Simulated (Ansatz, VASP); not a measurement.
Two plane-wave programs on SiW6

```
CELL_PARAMETERS angstrom
4.46825 0.00000 0.00000
-2.23413 3.86962 0.00000
0.00000 0.00000 21.72591
ATOMIC_POSITIONS crystal
W 0.66667 0.33333 0.18411
W 0.33333 0.66667 0.22609
W 0.00000 0.00000 0.26807
W 0.66667 0.33333 0.30709
W 0.33333 0.66667 0.34670
W 0.00000 0.00000 0.38322
Si 0.22222 0.88889 0.52591
```

Alike in both runs: task single point; functional PBE; dispersion D3(BJ); k mesh 6 × 6 × 1; occupations gaussian, width 0.1 eV; no spin polarisation.

|  | VASP | Ansatz |
| --- | --- | --- |
| version | VASP 6.6.1 | Ansatz 0.2.0 |
| potentials or method | VASP PAW PBE potentials, release 64 (W_sv, Si), cutoff 520 eV | scalar-relativistic, plane waves, PAW |
| valence electrons in the cell | 88 | 88 |

```csv
,VASP,Ansatz,Ansatz less VASP
gap on the k mesh at the Fermi level (eV),none,none,-
rms of the force components (eV/Å),0.858,0.848,-0.0096
```

Atom by atom the forces differ by 0.022 eV/Å (rms over components). A gap of «none» marks a metal or a gap that the smearing closes. Ansatz's warnings: dispersion switch in reach, vacuum below fermi.

Neither program's run includes spin-orbit coupling.
